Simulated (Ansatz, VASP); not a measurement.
## BN: VASP beside Ansatz

```
CELL_PARAMETERS angstrom
0.02193 1.80483 1.80483
1.80483 0.02193 1.80483
1.82675 1.82675 0.00000
ATOMIC_POSITIONS crystal
B 0.00011 0.00011 0.99989
N 0.24989 0.24989 0.25011
```

Change from the starting cell: shear_xy strain +2.4%.

Alike in both runs: task single point; functional PBE; k mesh 12 × 12 × 12; occupations fermi-dirac, width 0.02 eV; no spin polarisation.

|  | VASP | Ansatz |
| --- | --- | --- |
| version | VASP 6.6.1 | Ansatz 0.2.0 |
| potentials or method | VASP PAW PBE potentials, release 64 (B, N) | plane waves, PAW |
| plane-wave cutoff (eV) | 520 | 420 |
| valence electrons in the cell | 8 | 8 |

Ansatz gave:

```
gap on the k mesh at the Fermi level (eV)                     : 4.38
pressure (GPa)                                                : 5.0
traceless stress, the component that is largest in VASP (GPa) : -11.09
rms of the force components (eV/Å)                            : 0.016
```

Q: What did VASP give for the same quantities?

A: gap on the k mesh at the Fermi level (eV): 4.37; pressure (GPa): 5.3; traceless stress, the component that is largest in VASP (GPa): -11.18; rms of the force components (eV/Å): 0.018.

Atom by atom the forces differ by 0.003 eV/Å (rms over components).
